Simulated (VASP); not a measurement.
Input of a VASP 6.6.1 run:

The input INCAR:

```
SYSTEM = C
PREC = Accurate
ENCUT = 520
EDIFF = 1E-6
ISMEAR = 0
SIGMA = 0.02
LREAL = .FALSE.
LASPH = .TRUE.
NELM = 80
ALGO = Normal
ISIF = 2
LWAVE = .FALSE.
LCHARG = .FALSE.
GGA = PS
NBANDS = 11
```

File KPOINTS:

```
Automatic mesh
0
G
  14 14 14
  0 0 0
```

POSCAR

```
C
1.0
    0.0000000000      2.1292538833      3.6885542770
    1.2293429027      0.0000000000      3.6885542770
    1.2293429027      2.1292538833      0.0000000000
C
2
Direct
    0.1666961471      0.8333038529      0.1666961471
    0.8333038529      0.1666961471      0.8333038529
```

Potentials or basis: VASP PAW PBE potentials, release 64 (C).

Command:

```sh
$ cat potpaw_PBE.64/C/POTCAR > POTCAR
$ mpirun -np 1 vasp_std > vasp.out
```

Problem. What does it give for the pressure?

Solution. 0.7 GPa.

Stress tensor (GPa, compression positive):
```
 1.02  0.00  0.00
 0.00  1.02  0.00
 0.00  0.00 -0.06
```

Caveat: this functional lacks dispersion, which binds the layers, so the pressure and a relaxed spacing across them are unreliable; the PAW data sets were made with another functional, which shifts forces and pressure a little.
